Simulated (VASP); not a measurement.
# HfN in VASP: single point with PBEsol

Aim: the single point of HfN with PBEsol.

Program: VASP 6.6.1. These are calculated values, not measurements. Logs are shortened: lines on timing, memory, paths and dates and some standing lists are left out, and cuts for length are marked.

**1. The cell of the first run**

The typed cell holds 4 atoms: a = 3.445 Å, b = 3.444 Å, c = 4.858 Å, α = 89.98°, β = 89.99°, γ = 90.00°.

**2. Single point, PBEsol**

INCAR reads:

```
SYSTEM = HfN
PREC = Accurate ; ENCUT = 520
EDIFF = 1E-7 ; ISMEAR = 0
SIGMA = 0.15 ; LREAL = .False.
LASPH = .True. ; NELM = 80
ALGO = Normal ; ISIF = 2
LWAVE = .False. ; LCHARG = .False.
GGA = PS ; NBANDS = 23
```

KPOINTS reads:

```
Automatic mesh
0
Gamma
  10 10 8
  0 0 0
```

POSCAR reads:

```
HfN
1.0
   -0.0002653195     -2.4361889534     -2.4363480212
    0.0002600593      2.4351019963     -2.4352518720
    4.8580731340      0.0003929215     -0.0018494730
Hf N
2 2
Direct
    0.4999860860      0.5000458290      0.4999585573
   -0.0000143420      0.0000458744     -0.0000414301
    0.0000144118      0.4999534725      0.2500414798
    0.5000138443     -0.0000451759      0.7500413931
```

Potentials or basis: VASP PAW PBE potentials, release 64 (Hf_pv, N).

Started as:

```
$ cat potpaw_PBE.64/Hf_pv/POTCAR potpaw_PBE.64/N/POTCAR > POTCAR
$ mpirun -np 1 vasp_std > vasp.out
```

OUTCAR:

```text
SYSTEM = HfN
   PREC = Accurate
   ENCUT = 520
   EDIFF = 1E-7
   ISMEAR = 0
   LREAL = .False.
   LASPH = .True.
   NELM = 80
   ISIF = 2
   GGA = PS

 ion  position               nearest neighbor table
   1  0.500  0.500  0.500-   4 2.11   3 2.11   4 2.11   3 2.11   2 3.44   2 3.44   2 3.44   2 3.44
                             2 3.44   2 3.44   2 3.44   2 3.44
   2  1.000  0.000  1.000-   3 2.11   4 2.11   3 2.11   4 2.11   1 3.44   1 3.44   1 3.44   1 3.44
                             1 3.44   1 3.44   1 3.44   1 3.44
   3  0.000  0.500  0.250-   2 2.11   1 2.11   2 2.11   1 2.11
   4  0.500  1.000  0.750-   1 2.11   2 2.11   1 2.11   2 2.11

  LATTYP: Found a triclinic cell.
 ALAT       =     4.8712911014
 B/A-ratio  =     0.7072876321
 C/A-ratio  =     1.7299357374
 COS(alpha) =     0.0000260013
 COS(beta)  =     0.5776883336
 COS(gamma) =     0.7072428009

  Lattice vectors:

 A1 = (  -0.0005253788,  -4.8712909497,  -0.0010961492)
 A2 = (  -0.0002653195,  -2.4361889534,  -2.4363480212)
 A3 = (   4.8575530154,  -4.8698110711,   4.8686542710)

Analysis of symmetry for initial positions (statically):
=====================================================================
 Subroutine PRICEL returns following result:

  LATTYP: Found a triclinic cell.
 ALAT       =     3.4393101193
 B/A-ratio  =     1.0017726748
 C/A-ratio  =     1.0013229802
 COS(alpha) =     0.0000633223
 COS(beta)  =     0.5004093574
 COS(gamma) =     0.5008227143

  Lattice vectors:

 A1 = (   2.4290392584,   0.0007410925,   2.4348761423)
 A2 = (   0.0002654422,   2.4361912599,   2.4363498855)
 A3 = (  -0.0002600593,  -2.4351019963,   2.4352518720)

   2 primitive cells build up your supercell.

 Routine SETGRP: Setting up the symmetry group for a
 triclinic supercell.

 Subroutine GETGRP returns: Found  1 space group operations
 (whereof  1 operations were pure point group operations)
 out of a pool of  2 trial point group operations.

The static configuration has the point symmetry C_1 .

Analysis of symmetry for dynamics (positions and initial velocities):
=====================================================================
 Subroutine PRICEL returns following result:

  LATTYP: Found a triclinic cell.
 ALAT       =     3.4393101193
 B/A-ratio  =     1.0017726748
 C/A-ratio  =     1.0013229802
 COS(alpha) =     0.0000633223
 COS(beta)  =     0.5004093574
 COS(gamma) =     0.5008227143

  Lattice vectors:

 A1 = (   2.4290392584,   0.0007410925,   2.4348761423)
 A2 = (   0.0002654422,   2.4361912599,   2.4363498855)
 A3 = (  -0.0002600593,  -2.4351019963,   2.4352518720)

   2 primitive cells build up your supercell.

 Routine SETGRP: Setting up the symmetry group for a
 triclinic supercell.

 Subroutine GETGRP returns: Found  1 space group operations
 (whereof  1 operations were pure point group operations)
 out of a pool of  2 trial point group operations.

The dynamic configuration has the point symmetry C_1 .

 Subroutine INISYM returns: Found  1 space group operations
 (whereof  1 operations are pure point group operations),
 and found     2 'primitive' translations

----------------------------------------------------------------------------------------

                                     Primitive cell

  volume of cell :      28.8217

  direct lattice vectors                    reciprocal lattice vectors
     2.429039258  0.000741093  2.434876142     0.411685860 -0.000044411 -0.000000445
     0.000265442  2.436191260  2.436349886    -0.205781400  0.205260235  0.205225627
    -0.000260059 -2.435101996  2.435251872    -0.205748158 -0.205308379  0.205317428

  length of vectors
     3.439310119  3.445406898  3.443860259     0.411685863  0.355802342  0.355863852

  position of ions in fractional coordinates (direct lattice)
     0.999917140  0.000055772  0.999995556
     0.500082960  0.749944108  0.250005048

  ion indices of the primitive-cell ions
   primitive index   ion index
                 1           1
                 2           3

----------------------------------------------------------------------------------------

 KPOINTS: Automatic mesh

Automatic generation of k-mesh.
 Grid dimensions read from file:
 generate k-points for:   10   10    8

 Generating k-lattice:

  Cartesian coordinates                     Fractional coordinates (reciprocal lattice)
    -0.000006153 -0.020523820 -0.020522558     0.100000000  0.000000000  0.000000000
    -0.000009477  0.020533060 -0.020531719     0.000000000  0.100000000  0.000000000
     0.025730366 -0.000002775 -0.000000027     0.000000000 -0.000000000  0.125000000

  Length of vectors
     0.029024173  0.029037185  0.025730366

  Shift w.r.t. Gamma in fractional coordinates (k-lattice)
     0.000000000  0.000000000  0.000000000

 Subroutine IBZKPT returns following result:
 ===========================================

 Found    404 irreducible k-points:

 Following reciprocal coordinates:
            Coordinates               Weight
  0.000000  0.000000  0.000000      1.000000
  0.100000  0.000000  0.000000      2.000000
  0.200000  0.000000  0.000000      2.000000
  0.300000  0.000000  0.000000      2.000000
  0.400000  0.000000  0.000000      2.000000
  0.500000 -0.000000  0.000000      1.000000
[... 16 lines left out ...]
 -0.400000  0.200000 -0.000000      2.000000
 -0.300000  0.200000 -0.000000      2.000000
 [... further k-points ...]
   k-points           NKPTS =    404   k-points in BZ     NKDIM =    404   number of bands    NBANDS=     23
   number of dos      NEDOS =    301   number of ions     NIONS =      4
   total plane-waves  NPLWV =  28224
   dimension x,y,z NGX =    28 NGY =   28 NGZ =   36
   dimension x,y,z NGXF=    56 NGYF=   56 NGZF=   72
   ions per type =               2   2
   NGX,Y,Z   is equivalent  to a cutoff of  13.51, 13.52, 12.32 a.u.
   NGXF,Y,Z  is equivalent  to a cutoff of  27.02, 27.03, 24.64 a.u.
 SYSTEM =  HfN
   PREC   = accura    normal or accurate (medium, high low for compatibility)
   ISTART =      0    job   : 0-new  1-cont  2-samecut
   ICHARG =      2    charge: 1-file 2-atom 10-const
   ISPIN  =      1    spin polarized calculation?
   LNONCOLLINEAR =      F non collinear calculations
   LSORBIT =      F    spin-orbit coupling
   LASPH  =      T    aspherical Exc in radial PAW
   ENCUT  =  520.0 eV  38.22 Ry    6.18 a.u.   6.41  6.40  9.03*2*pi/ulx,y,z
   NELM   =     80;   NELMIN=  2; NELMDL= -5     # of ELM steps
   EDIFF  = 0.1E-06   stopping-criterion for ELM
   LREAL  =      F    real-space projection
   EDIFFG = 0.1E-05   stopping-criterion for IOM
   NSW    =      0    number of steps for IOM
   IBRION =     -1    ionic relax: 0-MD 1-quasi-New 2-CG
   NFREE  =      0    steps in history (QN), initial steepest desc. (CG)
   ISIF   =      2    stress and relaxation
   ISYM   =      2    0-nonsym 1-usesym 2-fastsym
   POTIM  = 0.5000    time-step for ionic-motion
   TEBEG  =    0.0;   TEEND  =   0.0 temperature during run
   PSTRESS=    0.0 pullay stress
   NELECT =      30.0000    total number of electrons
   NUPDOWN=      -1.0000    fix difference up-down
   EMIN   =  10.00;   EMAX   =-10.00  energy-range for DOS
   EFERMI =   0.00;   METHOD = LEGACY
   ISMEAR =     0;   SIGMA  =   0.15  broadening in eV -4-tet -1-fermi 0-gaus
   EFERMI_NEDOS =   21; number of points for ismear=-14 and -15
   IALGO  =     38    algorithm
   IMIX   =      4    mixing-type and parameters
     AMIX     =   0.40;   BMIX     =  1.00
     AMIX_MAG =   1.60;   BMIX_MAG =  1.00
  volume/ion in A,a.u.               =      14.41        97.25
  Fermi-wavevector in a.u.,A,eV,Ry     =   1.316837  2.488461 23.593313  1.734060
  Thomas-Fermi vector in A             =   2.446921
   LORBIT       =      0    0 simple, 1 ext, 2 COOP (PROOUT), +10 PAW based schemes
   GGA     = PS    functional components
   LHFCALC =     F    Hartree Fock is set to
   AEXX    =    0.0000 exact exchange contribution
   IVDW    =     0    specifies the selected vdW correction
   LEPSILON=     F    determine dielectric tensor
   LRPA    =     F    only Hartree local field effects (RPA)
 non-spin polarized calculation
 Gauss-broadening in eV      SIGMA  =   0.15
  energy-cutoff  :      520.00
  volume of cell :       57.64
 maximum number of plane-waves:      1574
 NGX is ok and might be reduce to    28
   NGX = 13   NGY = 13   NGZ = 19

 number of electron      30.0000000 magnetization

 Free energy of the ion-electron system (eV)
  ---------------------------------------------------
  ext. energy  EPLUGINS =         0.00000000
  ---------------------------------------------------
  free energy    TOTEN  =       -44.54550610 eV

  energy without entropy =      -44.53211863  energy(sigma->0) =      -44.53881237

 E-fermi :   5.7947     XC(G=0): -11.5221

 val. band max:        5.7923633625   @ k =   0.2000   0.5000   0.2500
 cond. band min:       5.8045169094   @ k =  -0.2000  -0.3000   0.1250
 fundamental gap:      0.0121535469
 Fermi energy:         5.7947180177

 k-point     1 :       0.0000    0.0000    0.0000
  band No.  band energies     occupation
      1     -25.6824      2.00000
      2     -25.3377      2.00000
      3     -25.3371      2.00000
      4     -25.1604      2.00000
      5     -25.1589      2.00000
      6     -25.1585      2.00000
[... 15 lines left out ...]
     22      10.6034      0.00000
     23      12.5464      0.00000

 k-point     2 :       0.1000    0.0000    0.0000
  band No.  band energies     occupation
      1     -25.6690      2.00000
      2     -25.3581      2.00000
      3     -25.3310      2.00000
      4     -25.1924      2.00000
      5     -25.1693      2.00000
      6     -25.1612      2.00000
[... 15 lines left out ...]
     22      11.0136      0.00000
     23      12.4273      0.00000
[... 544 lines left out ...]
     22      11.7546      0.00000
     23      12.0811      0.00000

 k-point    24 :      -0.3000    0.2000   -0.0000
  band No.  band energies     occupation
      1     -25.5816      2.00000
      2     -25.4434      2.00000
      3     -25.4427      2.00000
      4     -25.3290      2.00000
      5     -25.2561      2.00000
      6     -25.2415      2.00000
[... 15 lines left out ...]
     22      11.9484      0.00000
     23      12.3982      0.00000

 [... further k-points ...]

------------------------ aborting loop because EDIFF is reached ----------------------------------------

  FORCE on cell =-STRESS in cart. coord.  units (eV):
  Direction    XX          YY          ZZ          XY          YZ          ZX
  --------------------------------------------------------------------------------------
  -------------------------------------------------------------------------------------
  Total       -0.3009346     -0.2903081     -0.2938058     -0.0068547     -0.0153577      0.0141980
  in kB       -8.3643649     -8.0690060     -8.1662238     -0.1905247     -0.4268623      0.3946283
  external PRESSURE =      -8.1998649 kB  Pullay stress =       0.0000000 kB

 VOLUME and BASIS-vectors are now :
 -----------------------------------------------------------------------------
  energy-cutoff  :      520.00
  volume of cell :       57.64
      direct lattice vectors                 reciprocal lattice vectors
    -0.000265319 -2.436188953 -2.436348021    -0.000061530 -0.205238205 -0.205225580
     0.000260059  2.435101996 -2.435251872    -0.000094772  0.205330603 -0.205317187
     4.858073134  0.000392922 -0.001849473     0.205842930 -0.000022201 -0.000000217

 POSITION                                       TOTAL-FORCE (eV/Angst)
 -----------------------------------------------------------------------------------
      2.42883     -0.00020     -2.43680         0.000125      0.000356     -0.000054
      4.85761     -2.43565     -2.43827         0.000125      0.000356     -0.000054
      1.21485      1.21750     -1.21801        -0.000125     -0.000356      0.000054
      3.64388      1.21716     -3.65474        -0.000125     -0.000356      0.000054
 -----------------------------------------------------------------------------------
    total drift:                                0.000001      0.000003      0.000002

  FREE ENERGIE OF THE ION-ELECTRON SYSTEM (eV)
  ---------------------------------------------------
  free  energy   TOTEN  =       -44.5455061005 eV

  energy  without entropy=      -44.5321186315  energy(sigma->0) =      -44.53881237
```

Run time: 4.1 min. Hardware: 1 thread of Intel Xeon 6975P-C (Granite Rapids), shared host; peak memory 0.53 GiB.

Results:

```yaml
Free_energy: -44.5455 eV
Pressure: -0.8 GPa
Band_gap_on_the_k_mesh: zero (bands 15 and 16 overlap by 2.92 eV)
```

Levels at points of the mesh, in eV from the Fermi level:
```tsv
k point	band 11	band 12	band 13	band 14	band 15	band 16	band 17	band 18	band 19	band 20
(0.00, 0.00, 0.00)	-5.57	-5.56	-3.62	-3.62	-1.13	-0.66	2.23	2.26	2.29	4.15
(0.50, 0.00, 0.00)	-5.26	-5.26	-4.74	-4.74	0.97	0.97	1.33	1.33	2.73	2.73
(0.00, 0.50, 0.00)	-5.26	-5.26	-4.74	-4.74	0.98	0.98	1.33	1.33	2.74	2.74
(0.50, 0.50, 0.00)	-3.62	-3.62	-3.61	-3.61	-1.15	-1.15	2.22	2.22	4.15	4.15
(0.00, 0.00, 0.50)	-4.75	-4.75	-4.75	-4.75	-0.22	-0.22	2.65	2.65	3.09	3.09
(0.50, 0.00, 0.50)	-4.96	-4.96	-4.95	-4.95	1.60	1.60	2.79	2.79	2.80	2.80
(0.00, 0.50, 0.50)	-4.96	-4.96	-4.95	-4.95	1.60	1.60	2.79	2.79	2.79	2.79
(0.50, 0.50, 0.50)	-5.19	-5.19	-3.57	-3.57	-1.32	-1.32	1.42	1.42	3.69	3.69
```

Caveat: the PAW data sets were made with another functional, which shifts forces and pressure a little; spin-orbit coupling is left out, which moves the levels of the heavy elements.
